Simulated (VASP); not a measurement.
A run of VASP 6.6.1:

File INCAR:

```
PREC = Accurate
ENCUT = 520
EDIFF = 1E-7
ISMEAR = -1
SIGMA = 0.05
LREAL = Auto
LASPH = T
NELM = 60
ALGO = Normal
ISIF = 2
LWAVE = F
LCHARG = F
GGA = PE
IBRION = 2
NSW = 80
EDIFFG = -0.03
NELECT = 132.0
```

Contents of KPOINTS:

```
regular mesh
0
Gamma
  2 2 2
```

POSCAR

```
Zn6InO8
1.0
   -3.2494000000     -5.6281260000      0.0000000000
    4.8741000000     -2.8140630000      0.0000000000
    0.0000000000      0.0000000000      5.2038000000
Zn O In
6 8 1
Direct
    0.4999999900      0.3333333300      0.0000000000
    0.4999999900      0.6666666600      0.5000000000
    0.2499999900      0.8333333300      0.0000000000
    0.2500000000      0.1666666600      0.5000000000
    0.0000000000      0.3333333300      0.0000000000
    0.7499999900      0.1666666600      0.5000000000
    0.4999999900      0.3333333300      0.3830000000
    0.4999999900      0.6666666600      0.8830000000
    0.2499999900      0.8333333300      0.3830000000
    0.2500000000      0.1666666600      0.8830000000
    0.0000000000      0.3333333300      0.3830000000
    0.0000000000      0.6666666600      0.8830000000
    0.7499999800      0.8333333200      0.3830000000
    0.7499999900      0.1666666600      0.8830000000
   -0.2500000000      0.8333333300      0.0000000000
```

Potentials or basis: VASP PAW PBE potentials, release 64 (Zn, O, In_d).

Launch:

```bash
$ cat potpaw_PBE.64/Zn/POTCAR potpaw_PBE.64/O/POTCAR potpaw_PBE.64/In_d/POTCAR > POTCAR
$ mpirun -np 1 vasp_std > vasp.out
```

Hardware: 1 thread of Intel(R) Xeon(R) Platinum 8488C (Sapphire Rapids), with other jobs on the host.

Problem. How long does it take, and how much memory?

Solution. It took 34 min on 1 thread of Intel(R) Xeon(R) Platinum 8488C (Sapphire Rapids), on a shared host, peak memory 0.32 GiB. Counts: scf iterations 210, k points 8, ion steps 18.
